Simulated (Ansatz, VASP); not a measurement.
One calculation of Bi2Te2O, two programs

```xyz
5
Lattice="4.8756 0.0000 0.0000 0.0000 4.8756 0.0000 0.0000 0.0000 8.3138" Properties=species:S:1:pos:R:3 pbc="T T T"
Bi    2.4378    0.0000    0.0000
Bi    0.0000    2.4378    0.0000
Te    0.0000    0.0000    2.1131
Te    0.0000    0.0000    6.2007
O     2.4378    2.4378    0.0000
```

Alike in both runs: functional PBE; k mesh 6 × 6 × 4; occupations gaussian, width 0.1 eV; no spin polarisation.

Ansatz relaxed the structure, and its values are those at the end. VASP's run is a single point on that final structure, the one shown.

```csv
,VASP,Ansatz
version,VASP 6.6.1,Ansatz 0.2.0
potentials or method,"VASP PAW PBE potentials, release 64 (Bi_d, Te, O), cutoff 520 eV","scalar-relativistic, plane waves, PAW"
valence electrons in the cell,48,68
```

Ansatz gave:

```
gap on the k mesh at the Fermi level (eV) : none
pressure (GPa)                            : 0.0
rms of the force components (eV/Å)        : 0.000
```

Question: What did VASP give for the same quantities?

Answer: gap on the k mesh at the Fermi level (eV): none; pressure (GPa): 0.0; rms of the force components (eV/Å): 0.003.

A gap of «none» marks a metal or a gap that the smearing closes. With one functional, cell and mesh, what is left measures potentials, basis and numerics. VASP's potentials hold 48 valence electrons a cell and Ansatz's 68, so a difference there can come from the potentials and not from the codes.

Neither program's run includes spin-orbit coupling.
